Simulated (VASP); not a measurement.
Runs of VASP 6.6.1 on SiC. The structure is that of space group F-43m (No. 216), or close to it. The cells are those of the table. 

```csv
level,cell,k mesh,smearing,gap on the mesh (eV),pressure (GPa)
PBE,"a = 3.080 Å, angles 60.0°, 2 atoms",10 × 10 × 10,fermi-dirac 0.02 eV,1.36,(a)
r2SCAN,"a = 3.080, b = 3.050, c = 3.050 Å, angles 60.7, 59.7, 59.7°, 2 atoms",10 × 10 × 10,gaussian 0.01 eV,1.49,4.6
PBE,"a = 3.050, b = 3.050, c = 3.080 Å, angles 59.7, 59.7, 60.7°, 2 atoms",6 × 6 × 6,gaussian 0.01 eV,1.12,8.3
PBE,"a = 3.080, b = 3.050, c = 3.050 Å, angles 60.7, 59.7, 59.7°, 2 atoms",10 × 10 × 10,fermi-dirac 0.02 eV,1.13,8.2
PBE,"a = 3.203 Å, angles 60.0°, 2 atoms",6 × 6 × 6,gaussian 0.01 eV,1.45,-17.6
PBE,"a = 3.203 Å, angles 60.0°, 2 atoms",10 × 10 × 10,fermi-dirac 0.02 eV,1.45,-17.6
PBE,"a = 3.080, b = 3.050, c = 3.050 Å, angles 60.7, 59.7, 59.7°, 2 atoms",6 × 6 × 6,gaussian 0.01 eV,1.12,8.3
r2SCAN,"a = 3.050, b = 3.050, c = 3.080 Å, angles 59.7, 59.7, 60.7°, 2 atoms",10 × 10 × 10,gaussian 0.01 eV,1.49,4.6
```

Alike in all rows: task single point; potentials or basis VASP PAW PBE potentials, release 64 (Si, C); no spin polarisation; cutoff (eV) 520.

Problem. Fill in the values left out.

Solution. (a) 3.5.

Caveats: the PAW data sets were made with another functional, which shifts forces and pressure a little (some runs).

A k mesh can miss the band edges.
